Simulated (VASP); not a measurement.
Set up this calculation in VASP 6.6.1, as the native input.

```yaml
Task: single point
Functional: r2SCAN50
Potentials_or_basis: VASP PAW PBE potentials, release 64 (Ga_d, As_d)
Cutoff: 440 eV
k_mesh: 4 × 4 × 4
Occupations: fermi-dirac, width 0.02 eV
Spin: no spin polarisation
Dipole_correction: no
Grid_for_exact_exchange_PRECFOCK: Normal
Further_INCAR_settings: ALGO = Normal; EDIFF = 1e-06; NBANDS = 21
Share_of_exact_exchange: 0.5
```

The system is GaAs.

```
Ga As
1.0
     0.00000    2.66452    2.66452
     2.66452    0.00000    2.66452
     2.66452    2.66452    0.00000
Ga As
1 1
Direct
  0.00000 0.00000 0.00000
  0.50000 0.50000 0.50000
```

These files were run (other wordings do the same):

POSCAR

```
GaAs
1.0
    0.0000000000      2.6645247173      2.6645247173
    2.6645247173      0.0000000000      2.6645247173
    2.6645247173      2.6645247173      0.0000000000
Ga As
1 1
Direct
    0.0000000000      0.0000000000      0.0000000000
    0.5000000000      0.5000000000      0.5000000000
```

INCAR.step1

```
PREC = Accurate
ENCUT = 440
EDIFF = 1E-5
ISMEAR = -1
SIGMA = 0.02
LREAL = F
LASPH = T
NELM = 120
ALGO = Normal
ISIF = 2
LWAVE = T
LCHARG = F
GGA = PE
NBANDS = 21
GGA_COMPAT = F
```

INCAR.step2

```
PREC = Accurate
ENCUT = 440
EDIFF = 1E-6
ISMEAR = -1
SIGMA = 0.02
LREAL = F
LASPH = T
NELM = 120
ALGO = Normal
ISIF = 2
LWAVE = F
LCHARG = F
METAGGA = R2SCAN
LHFCALC = T
AEXX = 0.5
LMIXTAU = T
PRECFOCK = Normal
ISTART = 1
NBANDS = 21
GGA_COMPAT = F
```

KPOINTS

```
Automatic mesh
0
Gamma
  4 4 4
```

Potentials or basis: VASP PAW PBE potentials, release 64 (Ga_d, As_d).

Command:

```console
$ cat potpaw_PBE.64/Ga_d/POTCAR potpaw_PBE.64/As_d/POTCAR > POTCAR
$ cp INCAR.step1 INCAR
$ mpirun -np 1 vasp_std > vasp.out
$ cp INCAR.step2 INCAR
$ mpirun -np 1 vasp_std > vasp.out
```

Results of the run:

The pressure is 0.4 GPa. The band gap on the k mesh is zero (bands 14 and 15 overlap by 5.26 eV).

Caveat: the k points lie up to 0.51 Å⁻¹ apart, too coarse for converged energies and pressures of a metal; the structure was generated, so it needn't be the stable form of GaAs; the PAW data sets were made with another functional, which shifts forces and pressure a little.

Wall time 5 min on 1 thread of Intel(R) Xeon(R) 6975P-C (Granite Rapids) (shared host), peak memory 0.16 GiB.
